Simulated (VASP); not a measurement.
# Nb (P6/mmm) in VASP: further runs

Nb is run at these levels: PBE; tasks: relaxation of shape and atoms at fixed volume, relaxation of cell and atoms.

Program: VASP 6.6.1. These are calculated values, not measurements. Logs are shortened: lines on timing, memory, paths and dates and some standing lists are left out, and cuts for length are marked.

**1. The cell of the first run**

Symmetry: P6/mmm, No. 191, hexagonal system. Conventional cell: a = 4.680 Å, b = 4.680 Å, c = 2.573 Å, α = 90.00°, β = 90.00°, γ = 120.00°. Within 3.4 Å of Nb (site symmetry 6/mmm) lie 14 Nb at 2.57 to 2.99 Å. Within 3.4 Å of Nb (site symmetry -6m2) lie 11 Nb at 2.57 to 2.99 Å.

This isn't the form of Nb at room conditions, which is bcc.

**2. Relaxation of shape and atoms at fixed volume, PBE**

INCAR reads:

```
SYSTEM = Nb
  PREC = Accurate
  ENCUT = 600
  EDIFF = 1E-6
  ISMEAR = -1
  SIGMA = 0.05
  LREAL = .False.
  LASPH = .True.
  NELM = 60
  ALGO = Normal
  ISIF = 4
  LWAVE = .False.
  LCHARG = .False.
  GGA = PE
  IBRION = 2
  NSW = 50
  EDIFFG = -0.005
```

KPOINTS reads:

```
Automatic mesh
0
Gamma
  9 9 12
  0 0 0
```

POSCAR reads:

```
Nb
1.0
    4.6804096985      0.0000000000      0.0000000000
   -2.3402048493      4.0533536990      0.0000000000
    0.0000000000      0.0000000000      2.5730458953
Nb
3
Direct
    0.0000000000      0.0000000000      0.0000000000
    0.3333333333      0.6666666667      0.5000000000
    0.6666666667      0.3333333333      0.5000000000
```

Potentials or basis: VASP PAW PBE potentials, release 64 (Nb_sv).

On the command line:

```
$ cat potpaw_PBE.64/Nb_sv/POTCAR > POTCAR
$ mpirun -np 1 vasp_std > vasp.out
```

OUTCAR:

```text
SYSTEM = Nb
   PREC = Accurate
   ENCUT = 600
   EDIFF = 1E-6
   ISMEAR = -1
   LREAL = .False.
   LASPH = .True.
   NELM = 60
   ISIF = 4
   GGA = PE
   IBRION = 2
   NSW = 50
   EDIFFG = -0.005

 ion  position               nearest neighbor table
   1  0.000  0.000  0.000-   2 2.99   3 2.99   2 2.99   3 2.99   3 2.99   3 2.99   2 2.99   2 2.99
                             3 2.99   3 2.99   2 2.99   2 2.99
   2  0.333  0.667  0.500-   3 2.70   3 2.70   3 2.70   1 2.99   1 2.99   1 2.99   1 2.99   1 2.99
                             1 2.99
   3  0.667  0.333  0.500-   2 2.70   2 2.70   2 2.70   1 2.99   1 2.99   1 2.99   1 2.99   1 2.99
                             1 2.99

  LATTYP: Found a hexagonal cell.
 ALAT       =     4.6804096985
 C/A-ratio  =     0.5497480052

  Lattice vectors:

 A1 = (   4.6804096985,   0.0000000000,   0.0000000000)
 A2 = (  -2.3402048493,   4.0533536990,   0.0000000000)
 A3 = (   0.0000000000,   0.0000000000,   2.5730458953)

Analysis of symmetry for initial positions (statically):
=====================================================================
 Subroutine PRICEL returns:
 Original cell was already a primitive cell.

 Routine SETGRP: Setting up the symmetry group for a
 hexagonal supercell.

 Subroutine GETGRP returns: Found 24 space group operations
 (whereof 24 operations were pure point group operations)
 out of a pool of 24 trial point group operations.

The static configuration has the point symmetry D_6h.

Analysis of symmetry for dynamics (positions and initial velocities):
=====================================================================
 Subroutine PRICEL returns:
 Original cell was already a primitive cell.

 Routine SETGRP: Setting up the symmetry group for a
 hexagonal supercell.

 Subroutine GETGRP returns: Found 24 space group operations
 (whereof 24 operations were pure point group operations)
 out of a pool of 24 trial point group operations.

The dynamic configuration has the point symmetry D_6h.

 Subroutine INISYM returns: Found 24 space group operations
 (whereof 24 operations are pure point group operations),
 and found     1 'primitive' translations

----------------------------------------------------------------------------------------

                                     Primitive cell

  volume of cell :      48.8142

  direct lattice vectors                    reciprocal lattice vectors
[... 91 lines left out ...]
   EDIFFG = -.5E-02   stopping-criterion for IOM
   NSW    =     50    number of steps for IOM
   IBRION =      2    ionic relax: 0-MD 1-quasi-New 2-CG
   NFREE  =      1    steps in history (QN), initial steepest desc. (CG)
   ISIF   =      4    stress and relaxation
   ISYM   =      2    0-nonsym 1-usesym 2-fastsym
   POTIM  = 0.5000    time-step for ionic-motion
   TEBEG  =    0.0;   TEEND  =   0.0 temperature during run
   PSTRESS=    0.0 pullay stress
   NELECT =      39.0000    total number of electrons
   NUPDOWN=      -1.0000    fix difference up-down
   EMIN   =  10.00;   EMAX   =-10.00  energy-range for DOS
   EFERMI =   0.00;   METHOD = LEGACY
   ISMEAR =    -1;   SIGMA  =   0.05  broadening in eV -4-tet -1-fermi 0-gaus
   EFERMI_NEDOS =   21; number of points for ismear=-14 and -15
   IALGO  =     38    algorithm
   IMIX   =      4    mixing-type and parameters
     AMIX     =   0.40;   BMIX     =  1.00
     AMIX_MAG =   1.60;   BMIX_MAG =  1.00
  volume/ion in A,a.u.               =      16.27       109.80
  Fermi-wavevector in a.u.,A,eV,Ry     =   1.519081  2.870648 31.396920  2.307608
  Thomas-Fermi vector in A             =   2.628115
   LORBIT       =      0    0 simple, 1 ext, 2 COOP (PROOUT), +10 PAW based schemes
   GGA     = PE    functional components
   LHFCALC =     F    Hartree Fock is set to
   AEXX    =    0.0000 exact exchange contribution
   IVDW    =     0    specifies the selected vdW correction
   LEPSILON=     F    determine dielectric tensor
   LRPA    =     F    only Hartree local field effects (RPA)
 conjugate gradient relaxation of ions
 non-spin polarized calculation
  energy-cutoff  :      600.00
  volume of cell :       48.81
 maximum number of plane-waves:      1648
 NGX is ok and might be reduce to    40
   NGX = 19   NGY = 19   NGZ = 11

--------------------------------------- Ionic step        1  -------------------------------------------

 number of electron      39.0000000 magnetization

 Free energy of the ion-electron system (eV)
  ---------------------------------------------------
  ext. energy  EPLUGINS =         0.00000000
  ---------------------------------------------------
  free energy    TOTEN  =       -29.56575145 eV

  energy without entropy =      -29.54467481  energy(sigma->0) =      -29.55521313

------------------------ aborting loop because EDIFF is reached ----------------------------------------

  FORCE on cell =-STRESS in cart. coord.  units (eV):
  Direction    XX          YY          ZZ          XY          YZ          ZX
  --------------------------------------------------------------------------------------
  -------------------------------------------------------------------------------------
  Total        7.6892722      7.6892722      8.6839590     -0.0000000     -0.0000000     -0.0000000
  in kB      252.3770814    252.3770814    285.0246622     -0.0000000     -0.0000000     -0.0000000
  external PRESSURE =     263.2596084 kB  Pullay stress =       0.0000000 kB
[... 61 lines left out ...]
--------------------------------------- Ionic step        3  -------------------------------------------

 number of electron      38.9999999 magnetization

 Free energy of the ion-electron system (eV)
  ---------------------------------------------------
  ext. energy  EPLUGINS =         0.00000000
  ---------------------------------------------------
  free energy    TOTEN  =       -29.56865892 eV

  energy without entropy =      -29.54759273  energy(sigma->0) =      -29.55812583

 E-fermi :  12.8843     XC(G=0): -13.0234

 val. band max:       12.8597688230   @ k =   0.3333   0.3333   0.5000
 cond. band min:      12.8890149278   @ k =   0.3333   0.3333   0.0833
 fundamental gap:      0.0292461048
 Fermi energy:        12.8842867557

 k-point     1 :       0.0000    0.0000    0.0000
  band No.  band energies     occupation
      1     -41.7026      2.00000
      2     -41.3537      2.00000
      3     -41.3224      2.00000
      4     -18.1791      2.00000
      5     -18.1791      2.00000
      6     -17.8466      2.00000
[... 613 lines left out ...]
     22      15.0803      0.00000
     23      15.0803      0.00000

 [... further k-points ...]
[... 5 lines left out ...]
  --------------------------------------------------------------------------------------
  -------------------------------------------------------------------------------------
  Total        7.9820879      7.9820879      7.9765824     -0.0000000      0.0000000     -0.0000000
  in kB      261.9878692    261.9878692    261.8071663     -0.0000000      0.0000000     -0.0000000
  external PRESSURE =     261.9276349 kB  Pullay stress =       0.0000000 kB
[... 18 lines left out ...]
  FREE ENERGIE OF THE ION-ELECTRON SYSTEM (eV)
  ---------------------------------------------------
  free  energy   TOTEN  =       -29.5686589223 eV

  energy  without entropy=      -29.5475927344  energy(sigma->0) =      -29.55812583

 reached required accuracy - stopping structural energy minimisation
```

OSZICAR:

```text
N       E                     dE             d eps       ncg     rms          rms(c)
DAV:   1     0.594845252207E+03    0.59485E+03   -0.23773E+04  3864   0.199E+03
DAV:   2     0.171942936647E+02   -0.57765E+03   -0.57159E+03  4320   0.792E+02
DAV:   3    -0.275161319450E+02   -0.44710E+02   -0.43832E+02  7460   0.161E+02
[... 23 lines left out ...]
DAV:   2    -0.295717495563E+02    0.99116E-02   -0.33883E-02  4919   0.168E+00    0.316E-01
DAV:   3    -0.295686527912E+02    0.30968E-02   -0.11289E-02  6004   0.890E-01    0.469E-02
DAV:   4    -0.295686630646E+02   -0.10273E-04   -0.63941E-04  5407   0.251E-01    0.240E-02
DAV:   5    -0.295686609492E+02    0.21154E-05   -0.61013E-05  6810   0.743E-02    0.139E-02
DAV:   6    -0.295686587676E+02    0.21817E-05   -0.70704E-06  5016   0.254E-02    0.343E-03
DAV:   7    -0.295686589223E+02   -0.15470E-06   -0.60034E-07  3311   0.848E-03
   3 F= -.29568659E+02 E0= -.29558126E+02  d E =-.290748E-02
```

Wall time 4.2 min (1 thread of Intel Xeon 6975P-C (Granite Rapids), shared host); peak memory 0.24 GiB.

What came out:

- Free energy: -29.5687 eV
- Energy gained by relaxing: 1.0 meV/atom
- Ionic steps: 3
- Pressure after relaxing: 26.2 GPa
- Band gap on the k mesh: zero (an odd number of electrons rules out a gap without spin polarisation)

Step by step:
```tsv
step	energy change (eV)	largest force (eV/Å)	pressure (GPa)	volume (Å³)
1	0.0000	0.0000	26.33	48.81
2	-0.0011	0.0000	26.11	48.81
3	-0.0029	0.0000	26.19	48.81
```

Final structure:
```cif
data_structure
_symmetry_space_group_name_H-M 'P 1'
_symmetry_Int_Tables_number 1
_cell_length_a 4.6666
_cell_length_b 4.6666
_cell_length_c 2.5883
_cell_angle_alpha 90.000
_cell_angle_beta 90.000
_cell_angle_gamma 120.000
_cell_volume 48.81
loop_
_atom_site_label
_atom_site_type_symbol
_atom_site_fract_x
_atom_site_fract_y
_atom_site_fract_z
_atom_site_occupancy
Nb1 Nb 0.00000 0.00000 0.00000 1
Nb2 Nb 0.33333 0.66667 0.50000 1
Nb3 Nb 0.66667 0.33333 0.50000 1
```

(Continued in part 2 of 2.)

The gap in the log of VASP goes by the Fermi energy; the results here count the filled bands.